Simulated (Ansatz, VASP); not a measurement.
SnO in VASP and in Ansatz

The input INCAR:

```
PREC     = Accurate       # precision mode
ENCUT    = 520            # plane-wave cutoff, eV
EDIFF    = 1E-6           # SCF threshold, eV
ISMEAR   = 0              # smearing method
SIGMA    = 0.15           # smearing width, eV
LREAL    = F              # projectors in reciprocal space
LASPH    = T              # aspherical terms in the spheres
NELM     = 60             # most SCF steps
ALGO     = Normal         # electronic algorithm
ISIF     = 2              # what is computed and relaxed
LWAVE    = F              # write WAVECAR
LCHARG   = F              # write CHGCAR
GGA      = PE             # functional
IVDW     = 12             # dispersion correction
NBANDS   = 28             # bands
```

Contents of KPOINTS:

```
regular mesh
0
Gamma
  14 14 12
```

File POSCAR:

```
SnO
1.0
    3.5157791319      0.0000000000      0.0000000000
    0.0000000000      3.5157791319      0.0000000000
    0.0000000000      0.0000000000      5.6723543939
Sn O
2 2
Direct
    0.0000000000      0.5000000000      0.2432422108
    0.5000000000      0.0000000000      0.7567577892
    0.0000000000      0.0000000000      0.0000000000
    0.5000000000      0.5000000000      0.0000000000
```

Input for Ansatz:

```yaml
crystal:
  lattice:
    - [3.5157791319, 0.0, 0.0]
    - [0.0, 3.5157791319, 0.0]
    - [0.0, 0.0, 5.6723543939]
  atoms:
    - { symbol: Sn, position: [0.0, 0.5, 0.2432422108] }
    - { symbol: Sn, position: [0.5, 0.0, 0.7567577892] }
    - { symbol: O, position: [0.0, 0.0, 0.0] }
    - { symbol: O, position: [0.5, 0.5, 0.0] }
basis:
  ecutwfc: 420
kpoints:
  mp_grid: { grid: [14, 14, 12] }
hamiltonian:
  xc: pbe
  dispersion: d3bj
scf:
  occupations: { method: gaussian, width: 0.15 }
output:
  forces: true
  stress: true
  eigenvalues: true
```

Alike in both runs: task single point; functional PBE; dispersion D3(BJ); k mesh 14 × 14 × 12; occupations gaussian, width 0.15 eV; no spin polarisation.

|  | VASP | Ansatz |
| --- | --- | --- |
| version | VASP 6.6.1 | Ansatz 0.2.0 |
| potentials or method | VASP PAW PBE potentials, release 64 (Sn_d, O), cutoff 520 eV | scalar-relativistic, plane waves, PAW |
| valence electrons in the cell | 40 | 40 |

|  | VASP | Ansatz | Ansatz less VASP |
| --- | --- | --- | --- |
| gap on the k mesh at the Fermi level (eV) | none | none | - |
| pressure (GPa) | 2.9 | 2.7 | -0.22 |
| traceless stress, the component that is largest in VASP (GPa) | -18.22 | -18.28 | -0.060 |
| rms of the force components (eV/Å) | 0.914 | 0.942 | +0.0274 |

Atom by atom the forces differ by 0.027 eV/Å (rms over components). A gap of «none» marks a metal or a gap that the smearing closes.
